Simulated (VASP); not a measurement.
Set up this calculation in VASP 6.6.1, as the native input.

| Item | Value |
| --- | --- |
| Task | single point |
| Functional | PBE |
| Potentials or basis | VASP PAW PBE potentials, release 64 (Ag, Cl) |
| Cutoff | 500 eV |
| k mesh | 6 × 6 × 6 |
| Occupations | fermi-dirac, width 0.2 eV |
| Spin | no spin polarisation |
| Dipole correction | no |
| Further INCAR settings | ALGO = Normal; EDIFF = 1e-06; NBANDS = 16 |

The structure of AgCl lies in POSCAR:

```
AgCl
1.0
    0.0000000000      2.7731838142      2.7731838142
    2.7731838142      0.0000000000      2.7731838142
    2.7731838142      2.7731838142      0.0000000000
Ag Cl
1 1
Direct
    0.0000000000      0.0000000000      0.0000000000
    0.5000000000      0.5000000000      0.5000000000
```

One way to write it, as run:

INCAR

```
SYSTEM = AgCl
ALGO = Normal
EDIFF = 1E-6
ENCUT = 500
GGA = PE
GGA_COMPAT = .False.
ISIF = 2
ISMEAR = -1
LASPH = .True.
LCHARG = .True.
LELF = .True.
LREAL = .False.
LVHAR = .True.
LWAVE = .False.
NBANDS = 16
NELM = 120
PREC = Accurate
SIGMA = 0.2
```

KPOINTS

```
k-points
0
Gamma
  6 6 6
  0 0 0
```

Potentials or basis: VASP PAW PBE potentials, release 64 (Ag, Cl).

Run with:

```sh
$ cat potpaw_PBE.64/Ag/POTCAR potpaw_PBE.64/Cl/POTCAR > POTCAR
$ mpirun -np 1 vasp_std > vasp.out
```

Results of the run:

- Pressure: 1.5 GPa
- Band gap on the k mesh: 0.91 eV, indirect (least direct gap 3.23 eV)

It took 23 s on 1 thread of Intel Xeon 8259CL (shared host), peak memory 0.17 GiB.
